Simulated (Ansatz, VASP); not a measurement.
## C in VASP and in Ansatz

The input INCAR:

```
SYSTEM = C
PREC = Accurate
ENCUT = 600
EDIFF = 1E-6
ISMEAR = 0
SIGMA = 0.05
LREAL = .FALSE.
LASPH = .TRUE.
NELM = 120
ALGO = Normal
ISIF = 2
LWAVE = .FALSE.
LCHARG = .FALSE.
GGA = PS
NBANDS = 36
GGA_COMPAT = .FALSE.
```

The input KPOINTS:

```
regular mesh
0
G
  18 18 2
  0 0 0
```

POSCAR

```
C
1.0
    2.4562499600      0.0000000000      0.0000000000
   -1.2281249800      2.1271748600      0.0000000000
    0.0000000000      0.0000000000     29.4918787000
C
12
Direct
    0.6666666700      0.3333333300      0.9983718000
    0.6666666700      0.3333333300      0.4983719100
    0.6666666700      0.3333333300      0.7327879500
    0.6666666700      0.3333333300      0.2327903300
    0.0000000000      0.0000000000      0.6158379900
    0.3333333300      0.6666666700      0.2327879500
    0.0000000000      0.0000000000      0.1158379900
    0.6666666700      0.3333333300      0.6158400100
    0.3333333300      0.6666666700      0.7327903300
    0.3333333300      0.6666666700      0.1158400100
    0.3333333300      0.6666666700      0.4983718000
    0.3333333300      0.6666666700      0.9983719100
```

Input for Ansatz:

```yaml
crystal:
  lattice:
    - [2.45624996, 0.0, 0.0]
    - [-1.22812498, 2.12717486, 0.0]
    - [0.0, 0.0, 29.4918787]
  atoms:
    - { symbol: C, position: [0.66666667, 0.33333333, 0.9983718] }
    - { symbol: C, position: [0.66666667, 0.33333333, 0.49837191] }
    - { symbol: C, position: [0.66666667, 0.33333333, 0.73278795] }
    - { symbol: C, position: [0.66666667, 0.33333333, 0.23279033] }
    - { symbol: C, position: [0.0, 0.0, 0.61583799] }
    - { symbol: C, position: [0.33333333, 0.66666667, 0.23278795] }
    - { symbol: C, position: [0.0, 0.0, 0.11583799] }
    - { symbol: C, position: [0.66666667, 0.33333333, 0.61584001] }
    - { symbol: C, position: [0.33333333, 0.66666667, 0.73279033] }
    - { symbol: C, position: [0.33333333, 0.66666667, 0.11584001] }
    - { symbol: C, position: [0.33333333, 0.66666667, 0.4983718] }
    - { symbol: C, position: [0.33333333, 0.66666667, 0.99837191] }
basis:
  ecutwfc: 420
kpoints:
  mp_grid: { grid: [18, 18, 2] }
hamiltonian:
  xc: pbesol
  pseudopotentials: { kind: paw }
scf:
  occupations: { method: gaussian, width: 0.05 }
output:
  forces: true
  eigenvalues: true
  eigenstates:
    nscf_kmesh: { grid: [48, 48, 4] }
    top_band: c6
    de_dk: true
    localisation: false
  stress: true
checkpoint:
  write: ck
  compress: false
  write_wavefunctions: false
  write_every: 100000
```

Alike in both runs: task single point; functional PBEsol; k mesh 18 × 18 × 2; occupations gaussian, width 0.05 eV; no spin polarisation.

|  | VASP | Ansatz |
| --- | --- | --- |
| version | VASP 6.6.1 | Ansatz 0.2.0 |
| potentials or method | VASP PAW PBE potentials, release 64 (C), cutoff 600 eV | scalar-relativistic, plane waves, PAW |
| valence electrons in the cell | 48 | 48 |

Ansatz gave:

| Property | Result |
| --- | --- |
| rms of the force components (eV/Å) | 0.005 |

Q: What did VASP give for the same quantities?

A: rms of the force components (eV/Å): 0.006.

VASP's potentials were made for PBE, not for PBEsol. Atom by atom the forces differ by 0.000 eV/Å (rms over components).
